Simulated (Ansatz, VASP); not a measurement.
**Mg: VASP beside Ansatz**

```xyz
2
Lattice="3.1953 0.0000 0.0000 -1.5977 2.7672 0.0000 0.0000 0.0000 5.1879" Properties=species:S:1:pos:R:3 pbc="T T T"
Mg    0.0000    1.8448    1.2970
Mg    1.5977    0.9224    3.8910
```

Alike in both runs: task single point; functional PBE; k mesh 11 × 11 × 6; occupations methfessel-paxton of order 1, width 0.03 eV; no spin polarisation.

|  | VASP | Ansatz |
| --- | --- | --- |
| version | VASP 6.6.1 | Ansatz 0.2.0 |
| potentials or method | VASP PAW PBE potentials, release 64 (Mg), cutoff 520 eV | plane waves (420 eV) with PAW, scalar-relativistic |
| valence electrons in the cell | 4 | 20 |

```tsv
	VASP	Ansatz	Ansatz less VASP
pressure (GPa)	-0.2	0.0	+0.13
```

VASP's potentials hold 4 valence electrons a cell and Ansatz's 20, so a difference there can come from the potentials and not from the codes.
